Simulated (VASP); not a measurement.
Write the native input for VASP 6.6.1 that does the following.

- Task: single point
- Functional: LDA
- Potentials or basis: VASP PAW LDA potentials, release 64 (Mg, O)
- Cutoff: 520 eV
- k mesh: 3 × 3 × 3
- Occupations: fermi-dirac, width 0.02 eV
- Spin: no spin polarisation
- Dipole correction: no
- Further INCAR settings: LREAL = Auto; ALGO = Normal; EDIFF = 1e-06; NBANDS = 47

The structure of Mg9O8 (a cell with a defect) lies in POSCAR:

```
Mg9O8
1.0
    0.0000000000      4.3520000000      4.3520000000
    4.3520000000      0.0000000000      4.3520000000
    4.3520000000      4.3520000000      0.0000000000
Mg O
9 8
Direct
   -0.0281291360     -0.0034021140     -0.0082681526
    0.0965826057      0.0776984145      0.2224796645
   -0.0382262178      0.5218847656      0.0499612822
   -0.0078785616      0.4794879366      0.5266356847
    0.5364218750      0.0011201746      0.0000204504
    0.4979542739     -0.0107272518      0.5225303309
    0.4865315947      0.4968103171      0.0302995175
    0.4998328355      0.4816101792      0.5287636719
   -0.0211405101      0.8938415671      0.6453542050
    0.2625678998      0.2566490119      0.2454622013
    0.2345075827      0.2088524816      0.8197244945
    0.2494289982      0.6993901654      0.3010390625
    0.2467874540      0.7199549632      0.8036387868
    0.7299481847      0.2616159237      0.2489697840
    0.7315754825      0.2603261719      0.7787126608
    0.7374067096      0.7503021599      0.2780273438
    0.7238251379      0.7243058364      0.8074147518
```

One way to write it, as run:

INCAR

```
SYSTEM = Mg9O8
PREC     = Accurate       ! precision mode
ENCUT    = 520            ! plane-wave cutoff, eV
EDIFF    = 1E-6           ! SCF threshold, eV
ISMEAR   = -1             ! smearing method
SIGMA    = 0.02           ! smearing width, eV
LREAL    = Auto         
LASPH    = .TRUE.         ! aspherical terms in the spheres
NELM     = 60             ! most SCF steps
ALGO     = Normal         ! electronic algorithm
ISIF     = 2              ! what is computed and relaxed
LWAVE    = .FALSE.        ! write WAVECAR
LCHARG   = .FALSE.        ! write CHGCAR
NBANDS   = 47             ! bands
```

KPOINTS

```
Automatic mesh
0
G
  3 3 3
  0 0 0
```

Potentials or basis: VASP PAW LDA potentials, release 64 (Mg, O).

Command:

```console
$ cat potpaw_LDA.64/Mg/POTCAR potpaw_LDA.64/O/POTCAR > POTCAR
$ mpirun -np 1 vasp_std > vasp.out
```

Results of the run:

The pressure is 11.7 GPa and the largest force is 0.085 eV/Å. The band gap on the k mesh is 0.29 eV.

Wall time 6.3 min on 1 thread of AMD EPYC 7R13 Processor (Zen 3), on a shared host, peak memory 0.25 GiB.
